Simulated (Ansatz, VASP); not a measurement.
Zn in VASP and in Ansatz

Contents of INCAR:

```
SYSTEM = Zn
PREC     = Accurate       ! precision mode
ENCUT    = 520            ! plane-wave cutoff, eV
EDIFF    = 1E-7           ! SCF threshold, eV
ISMEAR   = -1             ! smearing method
SIGMA    = 0.05           ! smearing width, eV
LREAL    = .FALSE.        ! projectors in reciprocal space
LASPH    = .TRUE.         ! aspherical terms in the spheres
NELM     = 60             ! most SCF steps
ALGO     = Normal         ! electronic algorithm
ISIF     = 2              ! what is computed and relaxed
LWAVE    = .FALSE.        ! write WAVECAR
LCHARG   = .FALSE.        ! write CHGCAR
GGA      = PS             ! functional
NBANDS   = 32             ! bands
```

File KPOINTS:

```
regular mesh
0
G
  16 8 9
  0 0 0
```

Contents of POSCAR:

```
Zn
1.0
   -1.2948696662      2.2427800511      0.0000000000
    0.0000000000      0.0000000000      4.9158409014
    3.8846089987      2.2427800511      0.0000000000
Zn
4
Direct
    0.5000000000      0.2500000000      0.1666666670
    0.0000000000      0.2500000000      0.6666666670
    0.0000000000      0.7500000000      0.3333333330
    0.5000000000      0.7500000000      0.8333333330
```

Input for Ansatz:

```yaml
crystal:
  lattice:
    - [-1.2948696662, 2.2427800511, 0.0]
    - [0.0, 0.0, 4.9158409014]
    - [3.8846089987, 2.2427800511, 0.0]
  atoms:
    - { symbol: Zn, position: [0.5, 0.25, 0.166666667] }
    - { symbol: Zn, position: [0.0, 0.25, 0.666666667] }
    - { symbol: Zn, position: [0.0, 0.75, 0.333333333] }
    - { symbol: Zn, position: [0.5, 0.75, 0.833333333] }
kpoints:
  mp_grid: { grid: [16, 8, 9] }
scf:
  occupations: { method: fermi_dirac, width: 0.05 }
hamiltonian:
  xc: pbesol
  pseudopotentials: { kind: all_electron, lapw: { basis_error: 0.001 } }
output:
  forces: true
  stress: true
  eigenvalues: true
```

Alike in both runs: task single point; functional PBEsol; k mesh 16 × 8 × 9; occupations fermi-dirac, width 0.05 eV; no spin polarisation.

|  | VASP | Ansatz |
| --- | --- | --- |
| version | VASP 6.6.1 | Ansatz 0.2.0 |
| potentials or method | VASP PAW PBE potentials, release 64 (Zn), cutoff 520 eV | all-electron LAPW, scalar-relativistic |

```tsv
	VASP	Ansatz	Ansatz less VASP
pressure (GPa)	0.5	0.0	-0.46
traceless stress, the component that is largest in VASP (GPa)	-1.79	-1.60	+0.186
```

VASP's potentials were made for PBE, not for PBEsol. Ansatz ran all-electron here, and VASP with PAW potentials.
